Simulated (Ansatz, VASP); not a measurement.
Ge in VASP and in Ansatz

The input INCAR:

```
PREC = Accurate ; ENCUT = 520
EDIFF = 1E-7 ; ISMEAR = 0
SIGMA = 0.013000000000000001 ; LREAL = False
LASPH = True ; NELM = 80
ALGO = Normal ; ISIF = 2
LWAVE = False ; LCHARG = True
GGA = PE ; LELF = True
LVHAR = True ; NBANDS = 21
```

The input KPOINTS:

```
regular mesh
0
Gamma
  11 11 11
```

The input POSCAR:

```
Ge
1.0
   -2.5744897190      2.5744897190      1.3974126432
    2.5744897190     -2.5744897190      1.3974126432
    2.5744897190      2.5744897190     -1.3974126432
Ge
2
Direct
    0.5000000000      0.5000000000      0.0000000000
    0.2500000000      0.7500000000      0.5000000000
```

input.yaml

```yaml
crystal:
  lattice:
    - [-2.574489719, 2.574489719, 1.3974126432]
    - [2.574489719, -2.574489719, 1.3974126432]
    - [2.574489719, 2.574489719, -1.3974126432]
  atoms:
    - { symbol: Ge, position: [0.5, 0.5, 0.0] }
    - { symbol: Ge, position: [0.25, 0.75, 0.5] }
hamiltonian:
  xc: pbe
  pseudopotentials: { kind: paw }
kpoints:
  mp_grid: { grid: [11, 11, 11] }
scf:
  occupations: { method: gaussian, width: 0.013 }
output:
  forces: true
  stress: true
  eigenvalues: true
  write_density: true
  write_potential: true
  elf: true
  volumetric_format: npy
```

Alike in both runs: task single point; functional PBE; k mesh 11 × 11 × 11; occupations gaussian, width 0.013 eV; no spin polarisation.

|  | VASP | Ansatz |
| --- | --- | --- |
| version | VASP 6.6.1 | Ansatz 0.2.0 |
| potentials or method | VASP PAW PBE potentials, release 64 (Ge_d) | Ansatz PAW |
| plane-wave cutoff (eV) | 520 | 420 |
| valence electrons in the cell | 28 | 28 |

|  | VASP | Ansatz | Ansatz less VASP |
| --- | --- | --- | --- |
| gap on the k mesh at the Fermi level (eV) | none | none | - |
| pressure (GPa) | 3.3 | 3.2 | -0.03 |
| traceless stress, the component that is largest in VASP (GPa) | 0.37 | 0.37 | 0.000 |

A gap of «none» marks a metal or a gap that the smearing closes.
